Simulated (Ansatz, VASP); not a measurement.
# ZnO: VASP beside Ansatz

```
Zn O
1.0
     3.23487    0.00000    0.00000
    -1.61743    2.80148    0.00000
     0.00000    0.00000    5.00382
Zn O
2 2
Direct
  0.66667 0.33333 0.49758
  0.33333 0.66667 0.99758
  0.66667 0.33333 0.88273
  0.33333 0.66667 0.38273
```

Change from the starting cell: strain along c alone, the other axes held, atoms relaxed: -4.0 %.

Alike in both runs: task relaxation of the atoms; functional r2SCAN; k mesh 12 × 12 × 6; occupations gaussian, width 0.02 eV; no spin polarisation.

|  | VASP | Ansatz |
| --- | --- | --- |
| version | VASP 6.6.1 | Ansatz 0.2.0 |
| potentials or method | VASP PAW PBE potentials, release 64 (Zn, O), cutoff 520 eV | scalar-relativistic, plane waves, PAW |
| valence electrons in the cell | 36 | 36 |

|  | VASP | Ansatz | Ansatz less VASP |
| --- | --- | --- | --- |
| gap on the k mesh at the Fermi level, each at its own relaxed structure (eV) | 1.34 | 1.34 | +0.002 |

VASP's potentials were made for PBE, not for r2SCAN. Ansatz's warnings: stress scf threshold loose.
